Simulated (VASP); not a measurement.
# MoS2 (P-3m1) in VASP: notebook

Runs on MoS2. Level: PBE+D3(BJ). Tasks: single point.

All numbers are computed with VASP 6.6.1; they aren't measurements. Logs are shortened: lines on timing, memory, paths and dates and some standing lists are left out, and cuts for length are marked.

### Step 1. The cell of the first run

The structure is trigonal, space group P-3m1 (No. 164). Conventional cell: a = 3.134 Å, b = 3.134 Å, c = 18.565 Å, α = 90.00°, β = 90.00°, γ = 120.00°. Within 3.2 Å of Mo (site symmetry 3m) lie 6 S at 2.42 Å and 6 Mo at 3.13 Å. Within 3.2 Å of Mo (site symmetry -3m) lie 6 S at 2.42 Å and 6 Mo at 3.13 Å. Within 3.3 Å of S (site symmetry 3m) lie 3 Mo at 2.42 Å and 9 S at 3.13 to 3.29 Å. Within 3.2 Å of S (site symmetry 3m) lie 3 Mo at 2.42 Å and 6 S at 3.13 Å. S (site symmetry 3m) has 3 Mo at 2.42 Å and 9 S at 3.13 to 3.29 Å within 3.3 Å.

### Step 2. Single point, PBE+D3(BJ)

INCAR

```
SYSTEM = MoS2
PREC = Accurate
ENCUT = 520
EDIFF = 1E-6
ISMEAR = 0
SIGMA = 0.15
LREAL = .FALSE.
LASPH = .TRUE.
NELM = 80
ALGO = Normal
ISIF = 2
LWAVE = .FALSE.
LCHARG = .FALSE.
GGA = PE
IVDW = 12
NBANDS = 49
```

KPOINTS

```
Automatic mesh
0
G
  14 14 3
  0 0 0
```

POSCAR

```
MoS2
1.0
   -1.5671157456     -2.7143240927      0.0000000000
    1.5671157456     -2.7143240927      0.0000000000
    0.0000000000      0.0000000000     18.5649660373
Mo S
3 6
Direct
    1.0000000000      1.0000000000      0.8019281811
    0.3333333333      0.3333333333      0.1603984668
    0.6666666667      0.6666666667      0.4811633240
    1.0000000000      1.0000000000      0.5674847857
    0.3333333333      0.3333333333      0.8882496429
    0.6666666667      0.6666666667      0.2467199285
    1.0000000000      1.0000000000      0.0740770051
    0.3333333333      0.3333333333      0.3948418623
    0.6666666667      0.6666666667      0.7156067194
```

Potentials or basis: VASP PAW PBE potentials, release 64 (Mo_sv, S).

Command:

```bash
$ cat potpaw_PBE.64/Mo_sv/POTCAR potpaw_PBE.64/S/POTCAR > POTCAR
$ mpirun -np 1 vasp_std > vasp.out
```

OUTCAR:

```text
SYSTEM = MoS2
   PREC = Accurate
   ENCUT = 520
   EDIFF = 1E-6
   ISMEAR = 0
   LREAL = .FALSE.
   LASPH = .TRUE.
   NELM = 80
   ISIF = 2
   GGA = PE
   IVDW = 12
 IVDW          = 12

 ion  position               nearest neighbor table
   1  0.000  0.000  0.802-   9 2.42   9 2.42   9 2.42   5 2.42   5 2.42   5 2.42
   2  0.333  0.333  0.160-   7 2.42   6 2.42   6 2.42   7 2.42   7 2.42   6 2.42
   3  0.667  0.667  0.481-   4 2.42   8 2.42   8 2.42   4 2.42   4 2.42   8 2.42
   4  0.000  0.000  0.567-   3 2.42   3 2.42   3 2.42
   5  0.333  0.333  0.888-   1 2.42   1 2.42   1 2.42
   6  0.667  0.667  0.247-   2 2.42   2 2.42   2 2.42
   7  0.000  0.000  0.074-   2 2.42   2 2.42   2 2.42
   8  0.333  0.333  0.395-   3 2.42   3 2.42   3 2.42
   9  0.667  0.667  0.716-   1 2.42   1 2.42   1 2.42

  LATTYP: Found a hexagonal cell.
 ALAT       =     3.1342314912
 C/A-ratio  =     5.9232912724

  Lattice vectors:

 A1 = (  -1.5671157456,   2.7143240927,   0.0000000000)
 A2 = (  -1.5671157456,  -2.7143240927,   0.0000000000)
 A3 = (   0.0000000000,   0.0000000000,  18.5649660373)

Analysis of symmetry for initial positions (statically):
=====================================================================
 Subroutine PRICEL returns:
 Original cell was already a primitive cell.

 Routine SETGRP: Setting up the symmetry group for a
 hexagonal supercell.

 Subroutine GETGRP returns: Found 12 space group operations
 (whereof  6 operations were pure point group operations)
 out of a pool of 24 trial point group operations.

The static configuration has the point symmetry C_3v.
 The point group associated with its full space group is D_3d.

Analysis of symmetry for dynamics (positions and initial velocities):
=====================================================================
 Subroutine PRICEL returns:
 Original cell was already a primitive cell.

 Routine SETGRP: Setting up the symmetry group for a
 hexagonal supercell.

 Subroutine GETGRP returns: Found 12 space group operations
 (whereof  6 operations were pure point group operations)
 out of a pool of 24 trial point group operations.

The dynamic configuration has the point symmetry C_3v.
 The point group associated with its full space group is D_3d.

 Subroutine INISYM returns: Found 12 space group operations
 (whereof  6 operations are pure point group operations),
 and found     1 'primitive' translations

[... 114 lines left out ...]
   ISIF   =      2    stress and relaxation
   ISYM   =      2    0-nonsym 1-usesym 2-fastsym
   POTIM  = 0.5000    time-step for ionic-motion
   TEBEG  =    0.0;   TEEND  =   0.0 temperature during run
   PSTRESS=    0.0 pullay stress
   NELECT =      78.0000    total number of electrons
   NUPDOWN=      -1.0000    fix difference up-down
   EMIN   =  10.00;   EMAX   =-10.00  energy-range for DOS
   EFERMI =   0.00;   METHOD = LEGACY
   ISMEAR =     0;   SIGMA  =   0.15  broadening in eV -4-tet -1-fermi 0-gaus
   EFERMI_NEDOS =   21; number of points for ismear=-14 and -15
   IALGO  =     38    algorithm
   IMIX   =      4    mixing-type and parameters
     AMIX     =   0.40;   BMIX     =  1.00
     AMIX_MAG =   1.60;   BMIX_MAG =  1.00
  volume/ion in A,a.u.               =      17.55       118.42
  Fermi-wavevector in a.u.,A,eV,Ry     =   1.294029  2.445360 22.783111  1.674511
  Thomas-Fermi vector in A             =   2.425638
   LORBIT       =      0    0 simple, 1 ext, 2 COOP (PROOUT), +10 PAW based schemes
   GGA     = PE    functional components
   LHFCALC =     F    Hartree Fock is set to
   AEXX    =    0.0000 exact exchange contribution
   IVDW    =    12    specifies the selected vdW correction
   LEPSILON=     F    determine dielectric tensor
   LRPA    =     F    only Hartree local field effects (RPA)
 non-spin polarized calculation
 Gauss-broadening in eV      SIGMA  =   0.15
  energy-cutoff  :      520.00
  volume of cell :      157.94
 maximum number of plane-waves:      4282
   NGX = 11   NGY = 11   NGZ = 69

 number of electron      77.9999999 magnetization

 Free energy of the ion-electron system (eV)
  ---------------------------------------------------
  ext. energy  EPLUGINS =         0.00000000
  ---------------------------------------------------
  free energy    TOTEN  =       -62.92572708 eV

  energy without entropy =      -62.89768650  energy(sigma->0) =      -62.91170679

 E-fermi :   7.8870     XC(G=0): -10.9348

 val. band max:        7.8735398150   @ k =   0.2857   0.1429   0.3333
 cond. band min:       7.9013799648   @ k =   0.4286   0.2143   0.0000
 fundamental gap:      0.0278401499
 Fermi energy:         7.8870322304

 k-point     1 :       0.0000    0.0000    0.0000
  band No.  band energies     occupation
      1     -53.8310      2.00000
      2     -53.8309      2.00000
      3     -53.7898      2.00000
      4     -27.9212      2.00000
      5     -27.9212      2.00000
      6     -27.8858      2.00000
[... 1237 lines left out ...]
     48      11.1048      0.00000
     49      11.3945      0.00000

 [... further k-points ...]

------------------------ aborting loop because EDIFF is reached ----------------------------------------

 Edisp (eV)   -3.90393

 E8    (eV) :    -1.5773

  FORCE on cell =-STRESS in cart. coord.  units (eV):
  Direction    XX          YY          ZZ          XY          YZ          ZX
  --------------------------------------------------------------------------------------
  -------------------------------------------------------------------------------------
  Total      -0.09163    -0.09163    -0.63644     0.00000    -0.00000     0.00000
  in kB      -0.92957    -0.92957    -6.45627     0.00000    -0.00000     0.00000
  external pressure =       -2.77 kB  Pullay stress =        0.00 kB

 VOLUME and BASIS-vectors are now :
 -----------------------------------------------------------------------------
  energy-cutoff  :      520.00
  volume of cell :      157.94
      direct lattice vectors                 reciprocal lattice vectors
    -1.567115746 -2.714324093  0.000000000    -0.319057480 -0.184207922  0.000000000
     1.567115746 -2.714324093  0.000000000     0.319057480 -0.184207922  0.000000000
     0.000000000  0.000000000 18.564966037     0.000000000  0.000000000  0.053864898

 POSITION                                       TOTAL-FORCE (eV/Angst)
 -----------------------------------------------------------------------------------
      0.00000      0.00000     14.88777        -0.000000      0.000000      0.033595
      0.00000     -1.80955      2.97779         0.000000     -0.000000     -0.033595
      0.00000     -3.61910      8.93278        -0.000000      0.000000     -0.000000
      0.00000      0.00000     10.53534         0.000000     -0.000000     -0.006279
      0.00000     -1.80955     16.49032         0.000000     -0.000000      0.134221
      0.00000     -3.61910      4.58035         0.000000      0.000000      0.011875
      0.00000      0.00000      1.37524         0.000000      0.000000     -0.134221
      0.00000     -1.80955      7.33023        -0.000000      0.000000      0.006279
      0.00000     -3.61910     13.28521        -0.000000     -0.000000     -0.011875
 -----------------------------------------------------------------------------------
    total drift:                                0.000000      0.000000     -0.000011

  FREE ENERGIE OF THE ION-ELECTRON SYSTEM (eV)
  ---------------------------------------------------
  free  energy   TOTEN  =       -66.8296551623 eV

  energy  without entropy=      -66.8016145833  energy(sigma->0) =      -66.81563487
```

OSZICAR:

```text
N       E                     dE             d eps       ncg     rms          rms(c)
DAV:   1     0.716460211345E+03    0.71646E+03   -0.43713E+04  6792   0.152E+03
DAV:   2    -0.256598164160E+02   -0.74212E+03   -0.71766E+03  7497   0.396E+02
DAV:   3    -0.663163401531E+02   -0.40657E+02   -0.39305E+02  7739   0.833E+01
DAV:   4    -0.674471622389E+02   -0.11308E+01   -0.11151E+01  7667   0.134E+01
DAV:   5    -0.674779509157E+02   -0.30789E-01   -0.30712E-01  8104   0.210E+00    0.410E+01
DAV:   6    -0.647411728917E+02    0.27368E+01   -0.28675E+01  6797   0.256E+01    0.178E+01
DAV:   7    -0.642553851668E+02    0.48579E+00   -0.19021E+01  7003   0.206E+01    0.114E+01
DAV:   8    -0.629468477286E+02    0.13085E+01   -0.40295E+00  7070   0.977E+00    0.456E+00
DAV:   9    -0.630436062521E+02   -0.96759E-01   -0.13946E+00  7840   0.475E+00    0.248E+00
DAV:  10    -0.629504862516E+02    0.93120E-01   -0.47616E-01  7774   0.339E+00    0.143E+00
DAV:  11    -0.629244897492E+02    0.25997E-01   -0.11295E-01  7564   0.160E+00    0.544E-01
DAV:  12    -0.629256678729E+02   -0.11781E-02   -0.12217E-02  7775   0.417E-01    0.359E-01
DAV:  13    -0.629257591773E+02   -0.91304E-04   -0.13448E-03  7776   0.166E-01    0.269E-01
DAV:  14    -0.629257261310E+02    0.33046E-04   -0.46768E-04  7159   0.101E-01    0.756E-02
DAV:  15    -0.629257198741E+02    0.62570E-05   -0.34009E-05  7302   0.259E-02    0.492E-02
DAV:  16    -0.629257265219E+02   -0.66478E-05   -0.91924E-06  6686   0.141E-02    0.346E-02
DAV:  17    -0.629257270794E+02   -0.55748E-06   -0.70224E-06  7157   0.147E-02
   1 F= -.66829655E+02 E0= -.66815635E+02  d E =-.280406E-01
```

stdout:

```text
POSCAR found type information on POSCAR MoS
 POSCAR found :  2 types and       9 ions
 scaLAPACK will be used
 LDA part: xc-table for (Slater+PW92), standard interpolation
 POSCAR, INCAR and KPOINTS ok, starting setup
 FFT: planning ... GRIDC
 FFT: planning ... GRID_SOFT
 FFT: planning ... GRID
 WAVECAR not read
 entering main loop
```

It took 4.6 min on 1 thread of Intel Xeon 6975P-C (Granite Rapids), shared host; peak memory 0.51 GiB.

What came out:

```yaml
Free_energy: -66.8297 eV
Pressure: -0.3 GPa
Largest_force: 0.134 eV/Å
Band_gap_on_the_k_mesh: zero (bands 39 and 40 overlap by 0.42 eV)
Dispersion_energy_per_atom: -0.434 eV
```

Forces on the atoms (eV/Å):
```
Mo   0.000  0.000  0.034
Mo   0.000  0.000 -0.034
Mo   0.000  0.000  0.000
S    0.000  0.000 -0.006
S    0.000  0.000  0.134
S    0.000  0.000  0.012
S    0.000  0.000 -0.134
S    0.000  0.000  0.006
S    0.000  0.000 -0.012
```

Stress tensor (GPa, compression positive):
```
-0.09  0.00  0.00
 0.00 -0.09  0.00
 0.00  0.00 -0.65
```

Levels at points of the mesh, in eV from the Fermi level:
```tsv
k point	band 36	band 37	band 38	band 39	band 40	band 41	band 42	band 43
(0.00, 0.00, 0.00)	-0.78	-0.78	-0.51	-0.26	-0.11	-0.11	-0.05	-0.05
(0.50, 0.00, 0.00)	-2.06	-1.64	-1.46	-1.34	1.34	1.34	1.38	1.82
```

### Step 3. Single point, PBE+D3(BJ)

This run uses another cell than the first one, of 18.02 Å³/atom.

INCAR

```
SYSTEM = MoS2
ALGO     = Normal         ! electronic algorithm
EDIFF    = 1E-6           ! SCF threshold, eV
ENCUT    = 520            ! plane-wave cutoff, eV
GGA      = PE             ! functional
ISIF     = 2              ! what is computed and relaxed
ISMEAR   = 0              ! smearing method
IVDW     = 12             ! dispersion correction
LASPH    = .True.         ! aspherical terms in the spheres
LCHARG   = .True.         ! write CHGCAR
LELF     = .True.         ! ELF
LREAL    = .False.        ! projectors in reciprocal space
LVHAR    = .True.       
LWAVE    = .False.        ! write WAVECAR
NBANDS   = 49             ! bands
NELM     = 100            ! most SCF steps
PREC     = Accurate       ! precision mode
SIGMA    = 0.15           ! smearing width, eV
```

KPOINTS

```
k-points
0
Gamma
  14 14 3
  0 0 0
```

POSCAR

```
MoS2
1.0
   -1.5671157456     -2.7143240927      0.0000000000
    1.5671157456     -2.7143240927      0.0000000000
    0.0000000000      0.0000000000     19.0649660373
Mo S
3 6
Direct
    1.0000000000      1.0000000000      0.7808967201
    0.3333333333      0.3333333333      0.1561918381
    0.6666666667      0.6666666667      0.4685442791
    1.0000000000      1.0000000000      0.5526018642
    0.3333333333      0.3333333333      0.8649543052
    0.6666666667      0.6666666667      0.2402494232
    1.0000000000      1.0000000000      0.0721342530
    0.3333333333      0.3333333333      0.3844866940
    0.6666666667      0.6666666667      0.6968391350
```

Potentials or basis: VASP PAW PBE potentials, release 64 (Mo_sv, S).

Command:

```bash
$ cat potpaw_PBE.64/Mo_sv/POTCAR potpaw_PBE.64/S/POTCAR > POTCAR
$ mpirun -np 1 vasp_std > vasp.out
```

It took 5.2 min on 1 thread of Intel Xeon 6975P-C (Granite Rapids), shared host; peak memory 0.52 GiB.

It converged, with:

- Free energy: -66.7583 eV
- Pressure: -0.2 GPa
- Largest force: 0.129 eV/Å
- Band gap on the k mesh: zero (bands 39 and 40 overlap by 0.44 eV)
- Dispersion energy per atom: -0.426 eV

Forces on the atoms (eV/Å):
```
Mo   0.000  0.000  0.015
Mo   0.000  0.000 -0.015
Mo   0.000  0.000  0.000
S    0.000  0.000 -0.004
S    0.000  0.000  0.129
S    0.000  0.000  0.017
S    0.000  0.000 -0.129
S    0.000  0.000  0.004
S    0.000  0.000 -0.017
```

Stress tensor (GPa, compression positive):
```
-0.05  0.00  0.00
 0.00 -0.05  0.00
 0.00  0.00 -0.49
```

Levels at points of the mesh, in eV from the Fermi level:
```tsv
k point	band 35	band 36	band 37	band 38	band 39	band 40	band 41	band 42	band 43	band 44
(0.00, 0.00, 0.00)	-0.82	-0.78	-0.78	-0.58	-0.25	-0.11	-0.11	-0.05	-0.05	0.04
(0.50, 0.00, 0.00)	-2.19	-2.06	-1.63	-1.47	-1.33	1.34	1.34	1.38	1.83	1.98
```

The gap in the log of VASP goes by the Fermi energy; the results here count the filled bands.